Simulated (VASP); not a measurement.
Runs of VASP 6.6.1 on BN. The structure is that of space group P6_3mc (No. 186), or close to it. The cells are those of the table. 

```tsv
task	level	potentials or basis	cell	k mesh	cutoff (eV)	smearing	GW scheme	GW iterations	cutoff of the response function	frequency points	empty bands	gap on the mesh (eV)	pressure (GPa)	relaxed volume (Å³/atom)
relaxation of cell and atoms	PBEsol	VASP PAW PBE potentials, release 64 (B, N)	relaxed from a = 2.554, b = 2.554, c = 4.224 Å, angles 90.0, 90.0, 120.0°, 4 atoms	12 × 12 × 6	600	fermi-dirac 0.02 eV	-	-	-	-	-	4.95	0.0	5.88
single point	PBE	VASP PAW PBE potentials, release 64 (B, N)	a = 2.544, b = 2.544, c = 4.208 Å, angles 90.0, 90.0, 120.0°, 4 atoms	6 × 6 × 4	520	gaussian 0.01 eV	-	-	-	-	-	5.19	5.0	-
single point	r2SCAN	VASP PAW PBE potentials, release 64 (B, N)	a = 2.544, b = 2.544, c = 4.208 Å, angles 90.0, 90.0, 120.0°, 4 atoms	12 × 12 × 6	520	gaussian 0.01 eV	-	-	-	-	-	5.72	1.1	-
single point	LDA	VASP PAW LDA potentials, release 64 (B, N)	a = 2.544, b = 2.544, c = 4.208 Å, angles 90.0, 90.0, 120.0°, 4 atoms	12 × 12 × 6	520	gaussian 0.01 eV	-	-	-	-	-	4.96	(a)	-
relaxation of cell and atoms	PBE	VASP PAW PBE potentials, release 64 (B, N)	relaxed from a = 2.384, b = 2.384, c = 3.893 Å, angles 90.0, 90.0, 120.0°, 4 atoms	12 × 12 × 6	600	fermi-dirac 0.02 eV	-	-	-	-	-	5.21	0.0	(b)
single point	PBEsol	VASP PAW PBE potentials, release 64 (B, N)	a = 2.541, b = 2.541, c = 4.203 Å, angles 90.0, 90.0, 120.0°, 4 atoms	12 × 12 × 6	520	fermi-dirac 0.02 eV	-	-	-	-	-	4.95	0.6	-
```

Alike in all rows: no spin polarisation.

**Question.** Estimate the missing entries.

**Answer.** (a) -8.4; (b) 5.97.

Caveats: some runs use coarse meshes; the PAW data sets were made with another functional, which shifts forces and pressure a little (some runs); the volume moved by over 15 % at a fixed basis, so the end points are rough (some runs).

A k mesh can miss the band edges.
